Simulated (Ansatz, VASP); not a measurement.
One calculation of Cs, two programs

The input INCAR:

```
ALGO = Fast ; EDIFF = 1E-6
ENCUT = 520 ; GGA = PE
ISIF = 2 ; ISMEAR = 0
LASPH = True ; LCHARG = True
LELF = True ; LREAL = False
LVHAR = True ; LWAVE = False
NBANDS = 16 ; NELM = 60
PREC = Accurate ; SIGMA = 0.1
```

KPOINTS

```
k-points
0
Gamma
  8 8 6
```

POSCAR

```
Cs
1.0
    5.4110312566      0.0000000000      0.0000000000
    0.0000000000      5.4110312566      0.0000000000
    0.0000000000      0.0000000000      8.2188863277
Cs
2
Direct
    0.0000000000      0.0000000000      0.0000000000
    0.5000000000      0.5000000000      0.5000000000
```

Input for Ansatz:

```yaml
crystal:
  lattice:
    - [5.4110312566, 0.0, 0.0]
    - [0.0, 5.4110312566, 0.0]
    - [0.0, 0.0, 8.2188863277]
  atoms:
    - { symbol: Cs, position: [0.0, 0.0, 0.0] }
    - { symbol: Cs, position: [0.5, 0.5, 0.5] }
basis:
  ecutwfc: 420
kpoints:
  mp_grid: { grid: [8, 8, 6] }
hamiltonian:
  xc: pbe
scf:
  occupations: { method: gaussian, width: 0.1 }
output:
  forces: true
  stress: true
  eigenvalues: true
```

Change from the starting cell: strain along c alone, the other axes held, atoms relaxed: +3.0 %.

Alike in both runs: task single point; functional PBE; k mesh 8 × 8 × 6; occupations gaussian, width 0.1 eV; no spin polarisation.

|  | VASP | Ansatz |
| --- | --- | --- |
| version | VASP 6.6.1 | Ansatz 0.2.0 |
| potentials or method | VASP PAW PBE potentials, release 64 (Cs_sv), cutoff 520 eV | scalar-relativistic, plane waves, PAW |
| valence electrons in the cell | 18 | 18 |

```csv
,VASP,Ansatz,Ansatz less VASP
gap on the k mesh at the Fermi level (eV),none,none,-
pressure (GPa),-0.1,0.0,+0.01
```

A gap of «none» marks a metal or a gap that the smearing closes. With one functional, cell and mesh, what is left measures potentials, basis and numerics.

Neither program's run includes spin-orbit coupling.
